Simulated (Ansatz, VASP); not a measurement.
## One calculation of Ge, two programs

The input POSCAR:

```
Ge
1.0
    4.0904100000      0.0000000000      0.0000000000
   -2.0452000000      3.5424000000      0.0000000000
    0.0000000000      0.0000000000      3.3265800000
Ge
2
Direct
    0.6666700000      0.3333300000      0.1408600000
    0.3333300000      0.6666700000      0.8591400000
```

INCAR.step1

```
PREC     = Accurate       # precision mode
ENCUT    = 520            # plane-wave cutoff, eV
EDIFF    = 1E-5           # SCF threshold, eV
ISMEAR   = -1             # smearing method
SIGMA    = 0.05           # smearing width, eV
LREAL    = F              # projectors in reciprocal space
LASPH    = T              # aspherical terms in the spheres
NELM     = 80             # most SCF steps
ALGO     = Normal         # electronic algorithm
ISIF     = 2              # what is computed and relaxed
LWAVE    = T              # write WAVECAR
GGA      = PE             # functional
NBANDS   = 21             # bands
```

Contents of INCAR.step2:

```
PREC     = Accurate       # precision mode
ENCUT    = 520            # plane-wave cutoff, eV
EDIFF    = 1E-6           # SCF threshold, eV
ISMEAR   = -1             # smearing method
SIGMA    = 0.05           # smearing width, eV
LREAL    = F              # projectors in reciprocal space
LASPH    = T              # aspherical terms in the spheres
NELM     = 80             # most SCF steps
ALGO     = Normal         # electronic algorithm
ISIF     = 2              # what is computed and relaxed
LWAVE    = F              # write WAVECAR
LCHARG   = T              # write CHGCAR
METAGGA  = R2SCAN         # meta-GGA
LHFCALC  = T              # exact exchange
AEXX     = 0.25           # exact-exchange fraction
LMIXTAU  = T            
PRECFOCK = Normal       
LELF     = T              # ELF
LVHAR    = T            
ISTART   = 1            
NBANDS   = 21             # bands
```

The input KPOINTS:

```
Automatic mesh
0
Gamma
  4 4 5
```

The input input.yaml:

```yaml
crystal:
  lattice:
    - [4.09041, 0.0, 0.0]
    - [-2.0452, 3.5424, 0.0]
    - [0.0, 0.0, 3.32658]
  atoms:
    - { symbol: Ge, position: [0.66667, 0.33333, 0.14086] }
    - { symbol: Ge, position: [0.33333, 0.66667, 0.85914] }
hamiltonian:
  xc: r2scan0
  pseudopotentials: { kind: paw }
kpoints:
  mp_grid: { grid: [4, 4, 5] }
scf:
  occupations: { method: fermi_dirac, width: 0.05 }
  n_extra_bands: 6
output:
  forces: true
  stress: true
  eigenvalues: true
  dos: { projected: true, de: 0.05 }
  write_density: true
  write_potential: true
  elf: true
  volumetric_format: npy
```

Alike in both runs: functional r2SCAN0; k mesh 4 × 4 × 5; occupations fermi-dirac, width 0.05 eV; no spin polarisation.

|  | VASP | Ansatz |
| --- | --- | --- |
| version | VASP 6.6.1 | Ansatz 0.2.0 |
| potentials or method | VASP PAW PBE potentials, release 64 (Ge_d) | Ansatz PAW |
| plane-wave cutoff (eV) | 520 | 500 |
| valence electrons in the cell | 28 | 28 |
| task | single point | projected density of states |

|  | VASP | Ansatz | Ansatz less VASP |
| --- | --- | --- | --- |
| gap on the k mesh at the Fermi level (eV) | none | none | - |
| pressure (GPa) | -5.2 | -5.1 | +0.06 |
| traceless stress, the component that is largest in VASP (GPa) | 4.05 | 4.13 | +0.079 |
| rms of the force components (eV/Å) | 0.093 | 0.094 | +0.0003 |

VASP's potentials were made for PBE, not for r2SCAN0. Atom by atom the forces differ by 0.042 eV/Å (rms over components). A gap of «none» marks a metal or a gap that the smearing closes.

The k mesh is coarse, so the values compare programs but aren't converged.
